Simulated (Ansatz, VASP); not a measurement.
# NaCl in VASP and in Ansatz

```xyz
2
Lattice="3.5022 0.0000 0.0000 0.0000 3.5022 0.0000 0.0000 0.0000 3.5022" Properties=species:S:1:pos:R:3 pbc="T T T"
Cl    1.7511    1.7511    1.7511
Na    0.0000    0.0000    0.0000
```

Alike in both runs: task relaxation of cell and atoms; functional revPBE; k mesh 8 × 8 × 8; occupations fermi-dirac, width 0.05 eV; no spin polarisation.

|  | VASP | Ansatz |
| --- | --- | --- |
| version | VASP 6.6.1 | Ansatz 0.2.0 |
| potentials or method | VASP PAW PBE potentials, release 64 (Cl, Na_pv), cutoff 600 eV | all-electron LAPW, scalar-relativistic |

|  | VASP | Ansatz | Ansatz less VASP |
| --- | --- | --- | --- |
| relaxed volume (Å³/atom) | 23.00 | 22.99 | -0.005 |
| relaxed cell length with the largest relative difference (Å) | 3.583 | 3.583 | -0.0003 |

VASP's potentials were made for PBE, not for revPBE. Ansatz ran all-electron here, and VASP with PAW potentials.
